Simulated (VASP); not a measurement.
# BaTiO3 (R3m) in VASP: further runs

Runs on BaTiO3. Level: r2SCAN. Tasks: single point.

Program: VASP 6.6.1. These are calculated values, not measurements. Logs are shortened: lines on timing, memory, paths and dates and some standing lists are left out, and cuts for length are marked.

### 1 The cell of the first run

The typed cell holds 5 atoms: a = 3.735 Å, b = 3.735 Å, c = 3.735 Å, α = 89.99°, β = 89.99°, γ = 89.99°.

### 2 Single point, r2SCAN (10.42 Å³/atom)

POSCAR

```
BaTiO3
1.0
    2.6409624891      1.5247604040      2.1570553918
   -2.6409624891      1.5247604040      2.1570553918
    0.0000000000     -3.0495208080      2.1570553918
Ba Ti O
1 1 3
Direct
    0.0037942945      0.0037942945      0.0037942945
    0.5037323234      0.5037323234      0.5037323234
    0.5038908636      0.5038908636      0.0038916549
    0.0038916549      0.5038908636      0.5038908636
    0.5038908636      0.0038916549      0.5038908636
```

INCAR.step1

```
PREC = Accurate
ENCUT = 520
ISMEAR = 0
SIGMA = 0.05
LREAL = F
LASPH = T
NELM = 100
NBANDS = 28
GGA = PE
ALGO = Normal
EDIFF = 1E-4
LWAVE = T
LCHARG = F
```

INCAR.step2

```
PREC = Accurate
ENCUT = 520
EDIFF = 1E-7
ISMEAR = 0
SIGMA = 0.05
LREAL = F
LASPH = T
NELM = 100
ALGO = Normal
ISIF = 2
LWAVE = F
LCHARG = T
METAGGA = R2SCAN
LMIXTAU = T
LELF = T
LVHAR = T
NBANDS = 28
ISTART = 1
```

KPOINTS

```
regular mesh
0
Gamma
  6 6 6
```

Potentials or basis: VASP PAW PBE potentials, release 64 (Ba_sv, Ti_sv, O).

Started as:

```bash
$ cat potpaw_PBE.64/Ba_sv/POTCAR potpaw_PBE.64/Ti_sv/POTCAR potpaw_PBE.64/O/POTCAR > POTCAR
$ cp INCAR.step1 INCAR
$ mpirun -np 1 vasp_std > vasp.out
$ cp INCAR.step2 INCAR
$ mpirun -np 1 vasp_std > vasp.out
```

OUTCAR:

```text
PREC = Accurate
   ENCUT = 520
   EDIFF = 1E-7
   ISMEAR = 0
   LREAL = F
   LASPH = T
   NELM = 100
   ISIF = 2
   METAGGA = R2SCAN
   ISTART = 1

 ion  position               nearest neighbor table
   1  0.004  0.004  0.004-   5 2.64   4 2.64   4 2.64   5 2.64   3 2.64   3 2.64   3 2.64   4 2.64
                             5 2.64   3 2.64   4 2.64   5 2.64   2 3.23   2 3.23   2 3.23   2 3.23
   2  0.504  0.504  0.504-   3 1.87   4 1.87   5 1.87   3 1.87   4 1.87   5 1.87   1 3.23   1 3.23
                             1 3.23   1 3.23   1 3.23   1 3.23   1 3.24   1 3.24
   3  0.504  0.504  0.004-   2 1.87   2 1.87   1 2.64   1 2.64   1 2.64   1 2.64
   4  0.004  0.504  0.504-   2 1.87   2 1.87   1 2.64   1 2.64   1 2.64   1 2.64
   5  0.504  0.004  0.504-   2 1.87   2 1.87   1 2.64   1 2.64   1 2.64   1 2.64

  LATTYP: Found a trigonal (rhomboedric) cell.
 ALAT       =     3.7352998704
 COS(alpha) =     0.0002221388

  Lattice vectors:

 A1 = (   2.6409624891,   1.5247604040,   2.1570553918)
 A2 = (  -2.6409624891,   1.5247604040,   2.1570553918)
 A3 = (   0.0000000000,  -3.0495208080,   2.1570553918)

Analysis of symmetry for initial positions (statically):
=====================================================================
 Subroutine PRICEL returns:
 Original cell was already a primitive cell.

 Routine SETGRP: Setting up the symmetry group for a
 trigonal (rhombohedral) supercell.

 Subroutine GETGRP returns: Found  6 space group operations
 (whereof  6 operations were pure point group operations)
 out of a pool of 12 trial point group operations.

The static configuration has the point symmetry C_3v.

Analysis of symmetry for dynamics (positions and initial velocities):
=====================================================================
 Subroutine PRICEL returns:
 Original cell was already a primitive cell.

 Routine SETGRP: Setting up the symmetry group for a
 trigonal (rhombohedral) supercell.

 Subroutine GETGRP returns: Found  6 space group operations
 (whereof  6 operations were pure point group operations)
 out of a pool of 12 trial point group operations.

The dynamic configuration has the point symmetry C_3v.

 Subroutine INISYM returns: Found  6 space group operations
 (whereof  6 operations are pure point group operations),
 and found     1 'primitive' translations

----------------------------------------------------------------------------------------

                                     Primitive cell

  volume of cell :      52.1166

  direct lattice vectors                    reciprocal lattice vectors
     2.640962489  1.524760404  2.157055392     0.189324915  0.109306791  0.154531652
    -2.640962489  1.524760404  2.157055392    -0.189324915  0.109306791  0.154531652
     0.000000000 -3.049520808  2.157055392     0.000000000 -0.218613582  0.154531652

  length of vectors
     3.735299870  3.735299870  3.735299870     0.267716136  0.267716136  0.267716136

  position of ions in fractional coordinates (direct lattice)
     0.003794294  0.003794294  0.003794294
     0.503732323  0.503732323  0.503732323
     0.503890864  0.503890864  0.003891655
     0.003891655  0.503890864  0.503890864
     0.503890864  0.003891655  0.503890864

  ion indices of the primitive-cell ions
   primitive index   ion index
                 1           1
                 2           2
                 3           3
                 4           4
                 5           5

----------------------------------------------------------------------------------------

 KPOINTS: regular mesh

Automatic generation of k-mesh.
 Grid dimensions read from file:
 generate k-points for:    6    6    6

 Generating k-lattice:

  Cartesian coordinates                     Fractional coordinates (reciprocal lattice)
     0.031554153  0.018217798  0.025755275     0.166666667  0.000000000  0.000000000
    -0.031554153  0.018217798  0.025755275     0.000000000  0.166666667  0.000000000
     0.000000000 -0.036435597  0.025755275     0.000000000  0.000000000  0.166666667

  Length of vectors
     0.044619356  0.044619356  0.044619356

  Shift w.r.t. Gamma in fractional coordinates (k-lattice)
     0.000000000  0.000000000  0.000000000

 Subroutine IBZKPT returns following result:
 ===========================================

 Found     32 irreducible k-points:

 Following reciprocal coordinates:
            Coordinates               Weight
  0.000000  0.000000  0.000000      1.000000
  0.166667  0.000000  0.000000      6.000000
  0.333333 -0.000000 -0.000000      6.000000
  0.500000  0.000000 -0.000000      3.000000
  0.166667  0.166667  0.000000      6.000000
  0.333333  0.166667  0.000000     12.000000
[... 16 lines left out ...]
  0.500000  0.500000  0.166667      6.000000
 -0.333333  0.500000  0.166667     12.000000
 [... further k-points ...]
   k-points           NKPTS =     32   k-points in BZ     NKDIM =     32   number of bands    NBANDS=     28
[... 33 lines left out ...]
   EFERMI_NEDOS =   21; number of points for ismear=-14 and -15
   IALGO  =     38    algorithm
   IMIX   =      4    mixing-type and parameters
     AMIX     =   0.40;   BMIX     =  1.00
     AMIX_MAG =   1.60;   BMIX_MAG =  1.00
  volume/ion in A,a.u.               =      10.42        70.34
  Fermi-wavevector in a.u.,A,eV,Ry     =   1.498889  2.832489 30.567762  2.246667
  Thomas-Fermi vector in A             =   2.610589
   LORBIT       =      0    0 simple, 1 ext, 2 COOP (PROOUT), +10 PAW based schemes
   METAGGA = R2SCAN    functional components
   LHFCALC =     F    Hartree Fock is set to
   AEXX    =    0.0000 exact exchange contribution
   IVDW    =     0    specifies the selected vdW correction
   LEPSILON=     F    determine dielectric tensor
   LRPA    =     F    only Hartree local field effects (RPA)
 non-spin polarized calculation
 Gauss-broadening in eV      SIGMA  =   0.05
  energy-cutoff  :      520.00
  volume of cell :       52.12
 maximum number of plane-waves:      1418
   NGX = 13   NGY = 13   NGZ = 13

 number of electron      39.9999993 magnetization

 Free energy of the ion-electron system (eV)
  ---------------------------------------------------
  ext. energy  EPLUGINS =         0.00000000
  ---------------------------------------------------
  free energy    TOTEN  =       -72.28680184 eV

  energy without entropy =      -72.28680184  energy(sigma->0) =      -72.28680184

 E-fermi :   5.7680     XC(G=0): -13.1413

 val. band max:        5.4269887100   @ k =   0.0000   0.0000   0.0000
 cond. band min:       7.8741655735   @ k =   0.0000   0.0000   0.0000
 fundamental gap:      2.4471768636
 Fermi energy:         5.7679661694

 k-point     1 :       0.0000    0.0000    0.0000
  band No.  band energies     occupation
      1     -52.5722      2.00000
      2     -27.8992      2.00000
      3     -27.8992      2.00000
      4     -27.8990      2.00000
      5     -19.9333      2.00000
      6     -12.8661      2.00000
[... 20 lines left out ...]
     27      11.4209      0.00000
     28      15.7358      0.00000

 k-point     2 :       0.1667    0.0000    0.0000
  band No.  band energies     occupation
      1     -52.5712      2.00000
      2     -27.9412      2.00000
      3     -27.8976      2.00000
      4     -27.8975      2.00000
      5     -19.8399      2.00000
      6     -13.0458      2.00000
[... 20 lines left out ...]
     27      12.2494      0.00000
     28      15.5740      0.00000

 k-point     3 :       0.3333   -0.0000   -0.0000
  band No.  band energies     occupation
      1     -52.5694      2.00000
      2     -28.0234      2.00000
      3     -27.8945      2.00000
      4     -27.8943      2.00000
      5     -19.6409      2.00000
      6     -13.5166      2.00000
[... 20 lines left out ...]
     27      13.7282      0.00000
     28      15.2448      0.00000

 k-point     4 :       0.5000    0.0000   -0.0000
  band No.  band energies     occupation
      1     -52.5685      2.00000
      2     -28.0637      2.00000
      3     -27.8928      2.00000
      4     -27.8927      2.00000
      5     -19.5339      2.00000
      6     -13.7562      2.00000
[... 578 lines left out ...]
     27      14.4706      0.00000
     28      16.0024      0.00000

 k-point    23 :       0.5000    0.5000    0.1667
  band No.  band energies     occupation
      1     -52.5639      2.00000
      2     -28.0476      2.00000
      3     -28.0475      2.00000
      4     -27.9260      2.00000
      5     -19.2977      2.00000
      6     -12.6980      2.00000
[... 20 lines left out ...]
     27      16.0417      0.00000
     28      16.4488      0.00000

 k-point    24 :      -0.3333    0.5000    0.1667
  band No.  band energies     occupation
      1     -52.5648      2.00000
      2     -28.0507      2.00000
      3     -28.0092      2.00000
      4     -27.9277      2.00000
      5     -19.3469      2.00000
      6     -12.9187      2.00000
[... 20 lines left out ...]
     27      15.4799      0.00000
     28      16.0203      0.00000

 [... further k-points ...]
[... 5 lines left out ...]
  --------------------------------------------------------------------------------------
  -------------------------------------------------------------------------------------
  Total       19.8412316     19.8412316     19.7967361      0.0000000      0.0000000      0.0000000
  in kB      609.9620595    609.9620595    608.5941726      0.0000000      0.0000000      0.0000000
  external PRESSURE =     609.5060972 kB  Pullay stress =       0.0000000 kB

 VOLUME and BASIS-vectors are now :
 -----------------------------------------------------------------------------
  energy-cutoff  :      520.00
  volume of cell :       52.12
      direct lattice vectors                 reciprocal lattice vectors
     2.640962489  1.524760404  2.157055392     0.189324915  0.109306791  0.154531652
    -2.640962489  1.524760404  2.157055392    -0.189324915  0.109306791  0.154531652
     0.000000000 -3.049520808  2.157055392     0.000000000 -0.218613582  0.154531652

 POSITION                                       TOTAL-FORCE (eV/Angst)
 -----------------------------------------------------------------------------------
      0.00000      0.00000      0.02455         0.000000     -0.000000      0.014707
      0.00000      0.00000      3.25974         0.000000     -0.000000     -0.012274
      0.00000      1.52476      2.18224         0.000000      0.016967     -0.000811
     -1.32048     -0.76238      2.18224        -0.014694     -0.008483     -0.000811
      1.32048     -0.76238      2.18224         0.014694     -0.008483     -0.000811
 -----------------------------------------------------------------------------------
    total drift:                               -0.000000     -0.000009     -0.058336

  FREE ENERGIE OF THE ION-ELECTRON SYSTEM (eV)
  ---------------------------------------------------
  free  energy   TOTEN  =       -72.2868018385 eV

  energy  without entropy=      -72.2868018385  energy(sigma->0) =      -72.28680184
```

Wall time 4 min (1 thread of AMD EPYC 7R43 (Zen 3), shared host); peak memory 0.16 GiB.

Results:

* Free energy: -72.2868 eV
* Pressure: 61.0 GPa
* Largest force: 0.017 eV/Å
* Band gap on the k mesh: 2.45 eV

Forces in eV/Å, atoms in the order of the input:
```
Ba   0.000  0.000  0.015
Ti   0.000  0.000 -0.012
O    0.000  0.017 -0.001
O   -0.015 -0.008 -0.001
O    0.015 -0.008 -0.001
```

Caveat: the cell stands under pressure; the PAW data sets were made with another functional, which shifts forces and pressure a little; spin-orbit coupling is left out, which moves the levels of the heavy elements. r2SCAN opens gaps a little over a GGA but as a rule still falls short of measured ones.

### 3 Single point, r2SCAN (10.94 Å³/atom)

This run uses another cell than the first one, of 10.94 Å³/atom.

Edit POSCAR of step 2 so:

```diff
@@ -2,5 +2,5 @@
 1.0
-    2.6409624891      1.5247604040      2.1570553918
-   -2.6409624891      1.5247604040      2.1570553918
-    0.0000000000     -3.0495208080      2.1570553918
+    2.6842646524      1.5497609196      2.1924232417
+   -2.6842646524      1.5497609196      2.1924232417
+    0.0000000000     -3.0995218392      2.1924232417
 Ba Ti O
```

INCAR.step1

```
PREC = Accurate
ENCUT = 520
ISMEAR = 0
SIGMA = 0.05
LREAL = False
LASPH = True
NELM = 60
NBANDS = 28
GGA = PE
ALGO = Normal
EDIFF = 1E-4
LWAVE = True
LCHARG = False
```

INCAR.step2

```
PREC = Accurate
ENCUT = 520
EDIFF = 1E-7
ISMEAR = 0
SIGMA = 0.05
LREAL = False
LASPH = True
NELM = 60
ALGO = Normal
ISIF = 2
LWAVE = False
LCHARG = False
METAGGA = R2SCAN
LMIXTAU = True
NBANDS = 28
ISTART = 1
```

KPOINTS is that of step 2.

Potentials or basis: VASP PAW PBE potentials, release 64 (Ba_sv, Ti_sv, O).

Started as:

```bash
$ cat potpaw_PBE.64/Ba_sv/POTCAR potpaw_PBE.64/Ti_sv/POTCAR potpaw_PBE.64/O/POTCAR > POTCAR
$ cp INCAR.step1 INCAR
$ mpirun -np 1 vasp_std > vasp.out
$ cp INCAR.step2 INCAR
$ mpirun -np 1 vasp_std > vasp.out
```

Wall time 4.2 min (1 thread of AMD EPYC 7R43 (Zen 3), shared host); peak memory 0.15 GiB.

It converged, with:

| Property | Result |
| --- | --- |
| Free energy | -73.1233 eV |
| Pressure | 42.1 GPa |
| Largest force | 0.018 eV/Å |
| Band gap on the k mesh | 2.44 eV |

Forces in eV/Å, atoms in the order of the input:
```
Ba   0.000  0.000  0.014
Ti   0.000  0.000 -0.018
O    0.000  0.015  0.001
O   -0.013 -0.007  0.001
O    0.013 -0.007  0.001
```

Stress tensor (GPa, compression positive):
```
42.16  0.00  0.00
 0.00 42.16  0.00
 0.00  0.00 42.03
```

Levels at points of the mesh, in eV from the valence-band top:
```
           k point  band 18  band 19  band 20  band 21  band 22  band 23
(0.00, 0.00, 0.00)     0.00     0.00     0.00     2.44     2.44     2.44
(0.50, 0.00, 0.00)    -2.03    -0.75    -0.75     2.68     4.72     4.72
(0.50, 0.50, 0.00)    -0.77    -0.77    -0.16     4.74     4.74     5.24
(0.50, 0.50, 0.50)    -0.05    -0.05    -0.05     5.64     5.64     5.64
```

Caveat: the cell stands under pressure; the PAW data sets were made with another functional, which shifts forces and pressure a little; spin-orbit coupling is left out, which moves the levels of the heavy elements.

### 4 Single point, r2SCAN (11.47 Å³/atom)

This run uses another cell than the first one, of 11.47 Å³/atom.

Edit POSCAR of step 3 so:

```diff
@@ -2,5 +2,5 @@
 1.0
-    2.6842646524      1.5497609196      2.1924232417
-   -2.6842646524      1.5497609196      2.1924232417
-    0.0000000000     -3.0995218392      2.1924232417
+    2.7262130632      1.5739798459      2.2266853889
+   -2.7262130632      1.5739798459      2.2266853889
+    0.0000000000     -3.1479596918      2.2266853890
 Ba Ti O
```

INCAR.step1

```
PREC = Accurate
ENCUT = 520
ISMEAR = 0
SIGMA = 0.05
LREAL = F
LASPH = T
NELM = 60
NBANDS = 28
GGA = PE
ALGO = Normal
EDIFF = 1E-4
LWAVE = T
LCHARG = F
```

INCAR.step2

```
PREC = Accurate
ENCUT = 520
EDIFF = 1E-7
ISMEAR = 0
SIGMA = 0.05
LREAL = F
LASPH = T
NELM = 60
ALGO = Normal
ISIF = 2
LWAVE = F
LCHARG = F
METAGGA = R2SCAN
LMIXTAU = T
NBANDS = 28
ISTART = 1
```

KPOINTS

```
Automatic mesh
0
Gamma
  6 6 6
```

Started as:

```bash
$ cat potpaw_PBE.64/Ba_sv/POTCAR potpaw_PBE.64/Ti_sv/POTCAR potpaw_PBE.64/O/POTCAR > POTCAR
$ cp INCAR.step1 INCAR
$ mpirun -np 1 vasp_std > vasp.out
$ cp INCAR.step2 INCAR
$ mpirun -np 1 vasp_std > vasp.out
```

Run time: 5.2 min. Hardware: 1 thread of AMD EPYC 7R43 (Zen 3), shared host; peak memory 0.17 GiB.

It converged, with:

```
Free energy            : -73.6856 eV
Pressure               : 27.1 GPa
Largest force          : 0.011 eV/Å
Band gap on the k mesh : 2.39 eV (least direct gap 2.41 eV)
```

Forces in eV/Å, atoms in the order of the input:
```
Ba   0.000  0.000  0.010
Ti   0.000  0.000 -0.011
O    0.000  0.008  0.000
O   -0.007 -0.004  0.000
O    0.007 -0.004  0.000
```

Stress tensor (GPa, compression positive):
```
27.17  0.00  0.00
 0.00 27.17  0.00
 0.00  0.00 27.06
```

Levels at points of the mesh, in eV from the valence-band top:
| k point | band 18 | band 19 | band 20 | band 21 | band 22 | band 23 |
| --- | --- | --- | --- | --- | --- | --- |
| (0.00, 0.00, 0.00) | -0.03 | -0.02 | -0.02 | 2.39 | 2.39 | 2.39 |
| (0.50, 0.00, 0.00) | -1.95 | -0.73 | -0.73 | 2.60 | 4.49 | 4.49 |
| (0.50, 0.50, 0.00) | -0.79 | -0.79 | -0.11 | 4.50 | 4.50 | 4.99 |
| (0.50, 0.50, 0.50) | 0.00 | 0.00 | 0.00 | 5.33 | 5.33 | 5.33 |

Caveat: the cell stands under pressure; the PAW data sets were made with another functional, which shifts forces and pressure a little; spin-orbit coupling is left out, which moves the levels of the heavy elements.

### 5 Single point, r2SCAN (11.99 Å³/atom)

This run uses another cell than the first one, of 11.99 Å³/atom.

POSCAR

```
BaTiO3
1.0
    2.7669936687      1.5975245395      2.2597857862
   -2.7669936687      1.5975245395      2.2597857862
    0.0000000000     -3.1950490789      2.2597857863
Ba Ti O
1 1 3
Direct
    0.0027206852      0.0027206852      0.0027206852
    0.4998624423      0.4998624423      0.4998624423
    0.5052178393      0.5052178393      0.0061811939
    0.0061811939      0.5052178393      0.5052178393
    0.5052178393      0.0061811939      0.5052178393
```

INCAR.step1

```
SYSTEM = BaTiO3
  PREC = Accurate
  ENCUT = 520
  ISMEAR = 0
  SIGMA = 0.05
  LREAL = .FALSE.
  LASPH = .TRUE.
  NELM = 100
  NBANDS = 28
  GGA = PE
  ALGO = Normal
  EDIFF = 1E-4
  LWAVE = .TRUE.
  LCHARG = .FALSE.
```

INCAR.step2

```
SYSTEM = BaTiO3
  PREC = Accurate
  ENCUT = 520
  EDIFF = 1E-7
  ISMEAR = 0
  SIGMA = 0.05
  LREAL = .FALSE.
  LASPH = .TRUE.
  NELM = 100
  ALGO = Normal
  ISIF = 2
  LWAVE = .FALSE.
  LCHARG = .TRUE.
  METAGGA = R2SCAN
  LMIXTAU = .TRUE.
  LELF = .TRUE.
  LVHAR = .TRUE.
  NBANDS = 28
  ISTART = 1
```

KPOINTS

```
Automatic mesh
0
G
  6 6 6
  0 0 0
```

Started as:

```bash
$ cat potpaw_PBE.64/Ba_sv/POTCAR potpaw_PBE.64/Ti_sv/POTCAR potpaw_PBE.64/O/POTCAR > POTCAR
$ cp INCAR.step1 INCAR
$ mpirun -np 1 vasp_std > vasp.out
$ cp INCAR.step2 INCAR
$ mpirun -np 1 vasp_std > vasp.out
```

Run time: 6.5 min. Hardware: 1 thread of AMD EPYC 7R43 (Zen 3), shared host; peak memory 0.17 GiB.

The run converged. Its results:

```
Free energy            : -74.0294 eV
Pressure               : 15.3 GPa
Largest force          : 0.035 eV/Å
Band gap on the k mesh : 2.32 eV (least direct gap 2.42 eV)
```

Forces in eV/Å, atoms in the order of the input:
```
Ba   0.000  0.000  0.014
Ti   0.000  0.000  0.035
O    0.000  0.019 -0.016
O   -0.017 -0.010 -0.016
O    0.017 -0.010 -0.016
```

Levels at points of the mesh, in eV from the valence-band top:
| k point | band 16 | band 17 | band 18 | band 19 | band 20 | band 21 | band 22 | band 23 | band 24 | band 25 |
| --- | --- | --- | --- | --- | --- | --- | --- | --- | --- | --- |
| (0.00, 0.00, 0.00) | -1.25 | -1.24 | -0.11 | -0.10 | -0.10 | 2.32 | 2.32 | 2.33 | 4.70 | 4.70 |
| (0.50, 0.00, 0.00) | -2.04 | -1.90 | -1.88 | -0.75 | -0.75 | 2.51 | 4.24 | 4.25 | 4.71 | 7.02 |
| (0.50, 0.50, 0.00) | -2.93 | -1.74 | -0.84 | -0.84 | -0.10 | 4.26 | 4.26 | 4.72 | 5.71 | 8.90 |
| (0.50, 0.50, 0.50) | -2.37 | -2.37 | 0.00 | 0.00 | 0.00 | 5.02 | 5.02 | 5.02 | 7.73 | 7.73 |

Caveat: the cell stands under pressure; the PAW data sets were made with another functional, which shifts forces and pressure a little; spin-orbit coupling is left out, which moves the levels of the heavy elements. A k mesh can miss the band edges.

### 6 The runs side by side

| cell | gap on the mesh (eV) | pressure (GPa) | largest force (eV/Å) |
| --- | --- | --- | --- |
| a = 3.735 Å, 5 atoms, atomic positions A | 2.45 | 61.0 | 0.02 |
| a = 3.797 Å, 5 atoms, atomic positions A | 2.44 | 42.1 | 0.02 |
| a = 3.856 Å, 5 atoms, atomic positions A | 2.39 | 27.1 | 0.01 |
| a = 3.913 Å, 5 atoms, atomic positions B | 2.32 | 15.3 | 0.03 |

Alike in all rows: task single point; level r2SCAN; potentials or basis VASP PAW PBE potentials, release 64 (Ba_sv, Ti_sv, O); no spin polarisation; k mesh 6 × 6 × 6; cutoff (eV) 520; smearing gaussian 0.05 eV.

Caveats: the cell stands under pressure; the PAW data sets were made with another functional, which shifts forces and pressure a little; spin-orbit coupling is left out, which moves the levels of the heavy elements.

Total energies depend on the potentials used, so only differences within one code and one set of settings carry meaning.
